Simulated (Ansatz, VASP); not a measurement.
Two plane-wave programs on Mg

```
Mg
1.0
     0.00000    2.36921    2.36921
     2.36921    0.00000    2.36921
     2.36921    2.36921    0.00000
Mg
1
Direct
  0.00000 0.00000 0.00000
```

Alike in both runs: task single point; functional revPBE; k mesh 13 × 13 × 13; occupations fermi-dirac, width 0.1 eV; no spin polarisation.

|  | VASP | Ansatz |
| --- | --- | --- |
| version | VASP 6.6.1 | Ansatz 0.2.0 |
| potentials or method | VASP PAW PBE potentials, release 64 (Mg), cutoff 520 eV | plane waves (420 eV) with PAW, scalar-relativistic |
| valence electrons in the cell | 2 | 10 |

|  | VASP | Ansatz | Ansatz less VASP |
| --- | --- | --- | --- |
| pressure (GPa) | -3.2 | -3.0 | +0.15 |

VASP's potentials were made for PBE, not for revPBE. VASP's potentials hold 2 valence electrons a cell and Ansatz's 10, so a difference there can come from the potentials and not from the codes.
